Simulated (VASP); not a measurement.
# Rb (P6_3/mmc) in VASP: a series of runs

Runs on Rb. Level: LDA. Tasks: single point.

All numbers are computed with VASP 6.6.1; they aren't measurements. Logs are shortened: lines on timing, memory, paths and dates and some standing lists are left out, and cuts for length are marked.

**1. The cell of the first run**

Symmetry: P6_3/mmc, No. 194, hexagonal system. The conventional cell has a = 4.527 Å, b = 4.527 Å, c = 6.980 Å, α = 90.00°, β = 90.00°, γ = 120.00°. Within 4.1 Å of Rb (site symmetry -3m) lie 8 Rb at 3.14 to 3.49 Å. Rb (site symmetry -6m2) has 6 Rb at 3.14 Å within 4.1 Å.

This isn't the form of Rb at room conditions, which is bcc.

**2. Single point, LDA**

INCAR reads:

```
  ALGO = Normal
  EDIFF = 1E-6
  ENCUT = 520
  GGA = CA
  ISIF = 2
  ISMEAR = -1
  LASPH = T
  LCHARG = F
  LREAL = F
  LWAVE = F
  NBANDS = 26
  NELM = 100
  PREC = Accurate
  SIGMA = 0.1
```

KPOINTS reads:

```
k-points
0
Gamma
  8 8 5
```

POSCAR reads:

```
Rb
1.0
    4.5269285670      0.0000000000      0.0000000000
   -2.2634642835      3.9204351401      0.0000000000
    0.0000000000      0.0000000000      6.9800326328
Rb
4
Direct
    0.0000000000      0.0000000000      0.0000000000
    0.0000000000      0.0000000000      0.5000000000
    0.3333333333      0.6666666667      0.2500000000
    0.6666666667      0.3333333333      0.7500000000
```

Potentials or basis: VASP PAW LDA potentials, release 64 (Rb_sv).

Started as:

```
cat potpaw_LDA.64/Rb_sv/POTCAR > POTCAR
mpirun -np 1 vasp_std > vasp.out
```

OUTCAR:

```text
EDIFF = 1E-6
   ENCUT = 520
   GGA = CA
   ISIF = 2
   ISMEAR = -1
   LASPH = T
   LREAL = F
   NELM = 100
   PREC = Accurate

 ion  position               nearest neighbor table
   1  0.000  0.000  0.000-   3 3.14   4 3.14   3 3.14   4 3.14   4 3.14   3 3.14   2 3.49   2 3.49
                             4 5.51   3 5.51   3 5.51   4 5.51   3 5.51   4 5.51   2 5.72   2 5.72
   2  0.000  0.000  0.500-   3 3.14   4 3.14   3 3.14   4 3.14   4 3.14   3 3.14   1 3.49   1 3.49
                             4 5.51   3 5.51   3 5.51   4 5.51   3 5.51   4 5.51   1 5.72   1 5.72
   3  0.333  0.667  0.250-   1 3.14   2 3.14   1 3.14   2 3.14   1 3.14   2 3.14   4 4.36   4 4.36
                             4 4.36   4 4.36   4 4.36   4 4.36   1 5.51   2 5.51   1 5.51   2 5.51
   4  0.667  0.333  0.750-   1 3.14   2 3.14   1 3.14   2 3.14   1 3.14   2 3.14   3 4.36   3 4.36
                             3 4.36   3 4.36   3 4.36   3 4.36   1 5.51   2 5.51   1 5.51   2 5.51

  LATTYP: Found a hexagonal cell.
 ALAT       =     4.5269285670
 C/A-ratio  =     1.5418914899

  Lattice vectors:

 A1 = (   4.5269285670,   0.0000000000,   0.0000000000)
 A2 = (  -2.2634642835,   3.9204351401,   0.0000000000)
 A3 = (   0.0000000000,   0.0000000000,   6.9800326328)

Analysis of symmetry for initial positions (statically):
=====================================================================
 Subroutine PRICEL returns:
 Original cell was already a primitive cell.

 Routine SETGRP: Setting up the symmetry group for a
 hexagonal supercell.

 Subroutine GETGRP returns: Found 24 space group operations
 (whereof 12 operations were pure point group operations)
 out of a pool of 24 trial point group operations.

The static configuration has the point symmetry D_3d.
 The point group associated with its full space group is D_6h.

Analysis of symmetry for dynamics (positions and initial velocities):
=====================================================================
 Subroutine PRICEL returns:
 Original cell was already a primitive cell.

 Routine SETGRP: Setting up the symmetry group for a
 hexagonal supercell.

 Subroutine GETGRP returns: Found 24 space group operations
 (whereof 12 operations were pure point group operations)
 out of a pool of 24 trial point group operations.

The dynamic configuration has the point symmetry D_3d.
 The point group associated with its full space group is D_6h.

 Subroutine INISYM returns: Found 24 space group operations
 (whereof 12 operations are pure point group operations),
 and found     1 'primitive' translations

----------------------------------------------------------------------------------------

                                     Primitive cell

  volume of cell :     123.8783

  direct lattice vectors                    reciprocal lattice vectors
     4.526928567  0.000000000  0.000000000     0.220900327  0.127536863  0.000000000
    -2.263464283  3.920435140  0.000000000     0.000000000  0.255073726  0.000000000
     0.000000000  0.000000000  6.980032633     0.000000000  0.000000000  0.143265806

  length of vectors
     4.526928567  4.526928567  6.980032633     0.255073726  0.255073726  0.143265806

  position of ions in fractional coordinates (direct lattice)
     0.000000000  0.000000000  0.000000000
     0.000000000  0.000000000  0.500000000
     0.333333333  0.666666667  0.250000000
     0.666666667  0.333333333  0.750000000

  ion indices of the primitive-cell ions
   primitive index   ion index
                 1           1
                 2           2
                 3           3
                 4           4

----------------------------------------------------------------------------------------

 KPOINTS: k-points

Automatic generation of k-mesh.
 Grid dimensions read from file:
 generate k-points for:    8    8    5

 Generating k-lattice:

  Cartesian coordinates                     Fractional coordinates (reciprocal lattice)
     0.027612541  0.015942108  0.000000000     0.125000000  0.000000000  0.000000000
     0.000000000  0.031884216  0.000000000     0.000000000  0.125000000  0.000000000
     0.000000000  0.000000000  0.028653161     0.000000000  0.000000000  0.200000000

  Length of vectors
     0.031884216  0.031884216  0.028653161

  Shift w.r.t. Gamma in fractional coordinates (k-lattice)
     0.000000000  0.000000000  0.000000000

 Subroutine IBZKPT returns following result:
 ===========================================

 Found     30 irreducible k-points:

 Following reciprocal coordinates:
            Coordinates               Weight
  0.000000  0.000000  0.000000      1.000000
  0.125000  0.000000  0.000000      6.000000
  0.250000  0.000000  0.000000      6.000000
  0.375000  0.000000  0.000000      6.000000
  0.500000  0.000000  0.000000      3.000000
  0.125000  0.125000  0.000000      6.000000
[... 16 lines left out ...]
  0.250000  0.000000  0.400000     12.000000
  0.375000  0.000000  0.400000     12.000000
 [... further k-points ...]
   k-points           NKPTS =     30   k-points in BZ     NKDIM =     30   number of bands    NBANDS=     26
   number of dos      NEDOS =    301   number of ions     NIONS =      4
   total plane-waves  NPLWV =  69984
   dimension x,y,z NGX =    36 NGY =   36 NGZ =   54
   dimension x,y,z NGXF=    72 NGYF=   72 NGZF=  108
   ions per type =               4
   NGX,Y,Z   is equivalent  to a cutoff of  13.22, 13.22, 12.86 a.u.
   NGXF,Y,Z  is equivalent  to a cutoff of  26.44, 26.44, 25.72 a.u.
 SYSTEM =  unknown system
   PREC   = accura    normal or accurate (medium, high low for compatibility)
   ISTART =      0    job   : 0-new  1-cont  2-samecut
   ICHARG =      2    charge: 1-file 2-atom 10-const
   ISPIN  =      1    spin polarized calculation?
   LNONCOLLINEAR =      F non collinear calculations
   LSORBIT =      F    spin-orbit coupling
   LASPH  =      T    aspherical Exc in radial PAW
   ENCUT  =  520.0 eV  38.22 Ry    6.18 a.u.   8.42  8.42 12.98*2*pi/ulx,y,z
   NELM   =    100;   NELMIN=  2; NELMDL= -5     # of ELM steps
   EDIFF  = 0.1E-05   stopping-criterion for ELM
   LREAL  =      F    real-space projection
   EDIFFG = 0.1E-04   stopping-criterion for IOM
   NSW    =      0    number of steps for IOM
   IBRION =     -1    ionic relax: 0-MD 1-quasi-New 2-CG
   NFREE  =      0    steps in history (QN), initial steepest desc. (CG)
   ISIF   =      2    stress and relaxation
   ISYM   =      2    0-nonsym 1-usesym 2-fastsym
   POTIM  = 0.5000    time-step for ionic-motion
   TEBEG  =    0.0;   TEEND  =   0.0 temperature during run
   PSTRESS=    0.0 pullay stress
   NELECT =      36.0000    total number of electrons
   NUPDOWN=      -1.0000    fix difference up-down
   EMIN   =  10.00;   EMAX   =-10.00  energy-range for DOS
   EFERMI =   0.00;   METHOD = LEGACY
   ISMEAR =    -1;   SIGMA  =   0.10  broadening in eV -4-tet -1-fermi 0-gaus
   EFERMI_NEDOS =   21; number of points for ismear=-14 and -15
   IALGO  =     38    algorithm
   IMIX   =      4    mixing-type and parameters
     AMIX     =   0.40;   BMIX     =  1.00
     AMIX_MAG =   1.60;   BMIX_MAG =  1.00
  volume/ion in A,a.u.               =      30.97       208.99
  Fermi-wavevector in a.u.,A,eV,Ry     =   1.084369  2.049161 15.998502  1.175857
  Thomas-Fermi vector in A             =   2.220458
   LORBIT       =      0    0 simple, 1 ext, 2 COOP (PROOUT), +10 PAW based schemes
   GGA     = CA    functional components
   LHFCALC =     F    Hartree Fock is set to
   AEXX    =    0.0000 exact exchange contribution
   IVDW    =     0    specifies the selected vdW correction
   LEPSILON=     F    determine dielectric tensor
   LRPA    =     F    only Hartree local field effects (RPA)
 non-spin polarized calculation
  energy-cutoff  :      520.00
  volume of cell :      123.88
 maximum number of plane-waves:      3380
 NGX is ok and might be reduce to    36
   NGX = 17   NGY = 17   NGZ = 25

 number of electron      35.9999999 magnetization

 Free energy of the ion-electron system (eV)
  ---------------------------------------------------
  ext. energy  EPLUGINS =         0.00000000
  ---------------------------------------------------
  free energy    TOTEN  =         0.36492057 eV

  energy without entropy =        0.47350200  energy(sigma->0) =        0.41921128

 E-fermi :   3.7447     XC(G=0):  -9.2281

 val. band max:        3.6750743757   @ k =   0.0000   0.0000   0.2000
 cond. band min:       3.7688359673   @ k =   0.0000   0.0000   0.2000
 fundamental gap:      0.0937615916
 Fermi energy:         3.7447110066

 k-point     1 :       0.0000    0.0000    0.0000
  band No.  band energies     occupation
      1     -26.1800      2.00000
      2     -25.7459      2.00000
      3     -25.4450      2.00000
      4     -25.1251      2.00000
      5     -10.7972      2.00000
      6     -10.6927      2.00000
[... 18 lines left out ...]
     25       7.3092      0.00000
     26       7.3093      0.00000

 k-point     2 :       0.1250    0.0000    0.0000
  band No.  band energies     occupation
      1     -26.1508      2.00000
      2     -25.7430      2.00000
      3     -25.4431      2.00000
      4     -25.1561      2.00000
      5     -10.9800      2.00000
      6     -10.7572      2.00000
[... 18 lines left out ...]
     25       6.7761      0.00000
     26       7.1514      0.00000

 k-point     3 :       0.2500    0.0000    0.0000
  band No.  band energies     occupation
      1     -26.0713      2.00000
      2     -25.7361      2.00000
      3     -25.4395      2.00000
      4     -25.2389      2.00000
      5     -11.2951      2.00000
      6     -10.8914      2.00000
[... 18 lines left out ...]
     25       6.4881      0.00000
     26       6.9698      0.00000

 k-point     4 :       0.3750    0.0000    0.0000
  band No.  band energies     occupation
      1     -25.9708      2.00000
      2     -25.7292      2.00000
      3     -25.4417      2.00000
      4     -25.3369      2.00000
      5     -11.5274      2.00000
      6     -11.0243      2.00000
[... 18 lines left out ...]
     25       7.0002      0.00000
     26       7.3580      0.00000

 k-point     5 :       0.5000    0.0000    0.0000
  band No.  band energies     occupation
      1     -25.9171      2.00000
      2     -25.7263      2.00000
      3     -25.4540      2.00000
      4     -25.3782      2.00000
      5     -11.6104      2.00000
      6     -11.1100      2.00000
[... 18 lines left out ...]
     25       7.3116      0.00000
     26       7.5796      0.00000

 k-point     6 :       0.1250    0.1250    0.0000
  band No.  band energies     occupation
      1     -26.0963      2.00000
      2     -25.7381      2.00000
      3     -25.4402      2.00000
      4     -25.2133      2.00000
      5     -11.2168      2.00000
      6     -10.7807      2.00000
[... 427 lines left out ...]
 k-point    21 :       0.0000    0.0000    0.4000
  band No.  band energies     occupation
      1     -26.0705      2.00000
      2     -25.9506      2.00000
      3     -25.2798      2.00000
      4     -25.1953      2.00000
      5     -10.6112      2.00000
      6     -10.5314      2.00000
[... 18 lines left out ...]
     25       5.9716      0.00000
     26       5.9722      0.00000

 k-point    22 :       0.1250    0.0000    0.4000
  band No.  band energies     occupation
      1     -26.0462      2.00000
      2     -25.9327      2.00000
      3     -25.2954      2.00000
      4     -25.2192      2.00000
      5     -10.8211      2.00000
      6     -10.7205      2.00000
[... 18 lines left out ...]
     25       6.0229      0.00000
     26       6.1360      0.00000

 k-point    23 :       0.2500    0.0000    0.4000
  band No.  band energies     occupation
      1     -25.9809      2.00000
      2     -25.8850      2.00000
      3     -25.3376      2.00000
      4     -25.2833      2.00000
      5     -11.0514      2.00000
      6     -10.8642      2.00000
[... 18 lines left out ...]
     25       6.4512      0.00000
     26       6.8161      0.00000

 k-point    24 :       0.3750    0.0000    0.4000
  band No.  band energies     occupation
      1     -25.8999      2.00000
      2     -25.8283      2.00000
      3     -25.3906      2.00000
      4     -25.3612      2.00000
      5     -11.1823      2.00000
      6     -10.9549      2.00000
[... 18 lines left out ...]
     25       6.9746      0.00000
     26       7.1938      0.00000

 [... further k-points ...]

------------------------ aborting loop because EDIFF is reached ----------------------------------------

  FORCE on cell =-STRESS in cart. coord.  units (eV):
  Direction    XX          YY          ZZ          XY          YZ          ZX
  --------------------------------------------------------------------------------------
  -------------------------------------------------------------------------------------
  Total        8.5838118      8.5838118      8.6216277      0.0000000      0.0000000      0.0000000
  in kB      111.0185116    111.0185116    111.5076030      0.0000000      0.0000000      0.0000000
  external PRESSURE =     111.1815420 kB  Pullay stress =       0.0000000 kB

 VOLUME and BASIS-vectors are now :
 -----------------------------------------------------------------------------
  energy-cutoff  :      520.00
  volume of cell :      123.88
      direct lattice vectors                 reciprocal lattice vectors
     4.526928567  0.000000000  0.000000000     0.220900327  0.127536863  0.000000000
    -2.263464283  3.920435140  0.000000000     0.000000000  0.255073726  0.000000000
     0.000000000  0.000000000  6.980032633     0.000000000  0.000000000  0.143265806

 POSITION                                       TOTAL-FORCE (eV/Angst)
 -----------------------------------------------------------------------------------
      0.00000      0.00000      0.00000         0.000000      0.000000      0.000000
      0.00000      0.00000      3.49002         0.000000      0.000000      0.000000
     -0.00000      2.61362      1.74501        -0.000000      0.000000     -0.000000
      2.26346      1.30681      5.23502         0.000000     -0.000000      0.000000
 -----------------------------------------------------------------------------------
    total drift:                               -0.000000      0.000000     -0.000000

  FREE ENERGIE OF THE ION-ELECTRON SYSTEM (eV)
  ---------------------------------------------------
  free  energy   TOTEN  =         0.3649205690 eV

  energy  without entropy=        0.4735019995  energy(sigma->0) =        0.41921128
```

Wall time 38 s (1 thread of Intel Xeon 6975P-C (Granite Rapids), shared host); peak memory 0.23 GiB.

What came out:

```
Free energy            : 0.3649 eV
Pressure               : 11.1 GPa
Band gap on the k mesh : zero (bands 18 and 19 overlap by 0.32 eV)
```

Caveat: the cell stands under pressure.

**3. Single point, LDA**

INCAR reads:

```
PREC = Accurate
ENCUT = 520
EDIFF = 1E-6
ISMEAR = -1
SIGMA = 0.1
LREAL = False
LASPH = True
NELM = 80
ALGO = Normal
ISIF = 2
LWAVE = False
LCHARG = True
LELF = True
LVHAR = True
NBANDS = 26
```

KPOINTS reads:

```
Automatic mesh
0
Gamma
  8 8 5
```

POSCAR is that of step 2.

Potentials or basis: VASP PAW LDA potentials, release 64 (Rb_sv).

Started as:

```
cat potpaw_LDA.64/Rb_sv/POTCAR > POTCAR
mpirun -np 1 vasp_std > vasp.out
```

Wall time 38 s (1 thread of Intel Xeon 6975P-C (Granite Rapids), shared host); peak memory 0.23 GiB.

The run converged. Its results:

```
Free energy            : 0.3649 eV
Pressure               : 11.1 GPa
Band gap on the k mesh : zero (bands 18 and 19 overlap by 0.32 eV)
```

Levels at points of the mesh, in eV from the Fermi level:
| k point | band 14 | band 15 | band 16 | band 17 | band 18 | band 19 | band 20 | band 21 | band 22 | band 23 |
| --- | --- | --- | --- | --- | --- | --- | --- | --- | --- | --- |
| (0.00, 0.00, 0.00) | -12.65 | -12.65 | -12.58 | -2.75 | -0.22 | 0.28 | 0.43 | 0.43 | 0.90 | 0.90 |
| (0.50, 0.00, 0.00) | -12.42 | -12.35 | -12.32 | -1.27 | 0.15 | 0.24 | 0.49 | 1.39 | 2.72 | 2.89 |

Caveat: the cell stands under pressure.

The gap in the log of VASP goes by the Fermi energy; the results here count the filled bands.